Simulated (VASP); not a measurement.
Set up this calculation in VASP 6.6.1, as the native input.

```
Task                   : relaxation of cell and atoms
Functional             : r2SCAN
Potentials or basis    : VASP PAW PBE potentials, release 64 (Ge_d)
Cutoff                 : 550 eV
k mesh                 : 12 × 12 × 12
Occupations            : gaussian, width 0.02 eV
Spin                   : no spin polarisation
Target pressure        : 1 GPa
Dipole correction      : no
Further INCAR settings : ALGO = Normal; EDIFF = 1e-07; IBRION = 2; EDIFFG = -0.008; NSW = 70; ISIF = 3
```

The system is Ge.

```xyz
2
Lattice="0.0000 2.8282 2.8282 2.8282 0.0000 2.8282 2.8282 2.8282 0.0000" Properties=species:S:1:pos:R:3 pbc="T T T"
Ge    2.8282    2.8282    2.8282
Ge    4.2424    4.2424    4.2424
```

These files were run (other wordings do the same):

POSCAR

```
Ge
1.0
    0.0000000000      2.8282490490      2.8282490490
    2.8282490490      0.0000000000      2.8282490490
    2.8282490490      2.8282490490      0.0000000000
Ge
2
Direct
    0.5000000000      0.5000000000      0.5000000000
    0.7500000000      0.7500000000      0.7500000000
```

INCAR.step1

```
SYSTEM = Ge
PREC     = Accurate       ! precision mode
ENCUT    = 550            ! plane-wave cutoff, eV
ISMEAR   = 0              ! smearing method
SIGMA    = 0.02           ! smearing width, eV
LREAL    = .FALSE.        ! projectors in reciprocal space
LASPH    = .TRUE.         ! aspherical terms in the spheres
NELM     = 120            ! most SCF steps
GGA      = PE             ! functional
ALGO     = Normal         ! electronic algorithm
EDIFF    = 1E-5           ! SCF threshold, eV
LWAVE    = .TRUE.         ! write WAVECAR
LCHARG   = .FALSE.        ! write CHGCAR
GGA_COMPAT= .FALSE.      
IBRION   = 2              ! ionic algorithm
ISIF     = 3              ! what is computed and relaxed
EDIFFG   = -0.005         ! ionic threshold
NELMIN   = 4            
NSW      = 100            ! ionic steps
```

INCAR.step2

```
SYSTEM = Ge
PREC     = Accurate       ! precision mode
ENCUT    = 550            ! plane-wave cutoff, eV
EDIFF    = 1E-7           ! SCF threshold, eV
ISMEAR   = 0              ! smearing method
SIGMA    = 0.02           ! smearing width, eV
LREAL    = .FALSE.        ! projectors in reciprocal space
LASPH    = .TRUE.         ! aspherical terms in the spheres
NELM     = 120            ! most SCF steps
ALGO     = Normal         ! electronic algorithm
ISIF     = 3              ! what is computed and relaxed
LWAVE    = .FALSE.        ! write WAVECAR
LCHARG   = .FALSE.        ! write CHGCAR
METAGGA  = R2SCAN         ! meta-GGA
LMIXTAU  = .TRUE.       
IBRION   = 2              ! ionic algorithm
NSW      = 70             ! ionic steps
EDIFFG   = -0.008         ! ionic threshold
PSTRESS  = 10.0         
ISTART   = 1            
GGA_COMPAT= .FALSE.      
NELMIN   = 4
```

KPOINTS

```
Automatic mesh
0
G
  12 12 12
  0 0 0
```

Potentials or basis: VASP PAW PBE potentials, release 64 (Ge_d).

Command:

```console
$ cat potpaw_PBE.64/Ge_d/POTCAR > POTCAR
$ cp INCAR.step1 INCAR
$ mpirun -np 1 vasp_std > vasp.out
$ cp INCAR.step2 INCAR
$ mpirun -np 1 vasp_std > vasp.out
```

Results of the run:

* Relaxed volume: 22.57 Å³/atom
* Relaxed cell: a = 3.997 Å, b = 3.997 Å, c = 3.997 Å, α = 60.00°, β = 60.00°, γ = 60.00°
* Space group after relaxing (to 0.1 Å): Fd-3m (No. 227)
* Energy change on relaxing (the run minimises the enthalpy): +0.3 meV/atom
* Ionic steps: 3
* Pressure after relaxing: 1.0 GPa
* Band gap on the k mesh: 0.43 eV

Caveat: the cell is relaxed towards a set pressure, so the run minimises the enthalpy, not the energy; the PAW data sets were made with another functional, which shifts forces and pressure a little.

Run time: 19 min on 1 thread of Oxide Virtual Turin-like Processor, with other jobs on the host, peak memory 0.19 GiB.
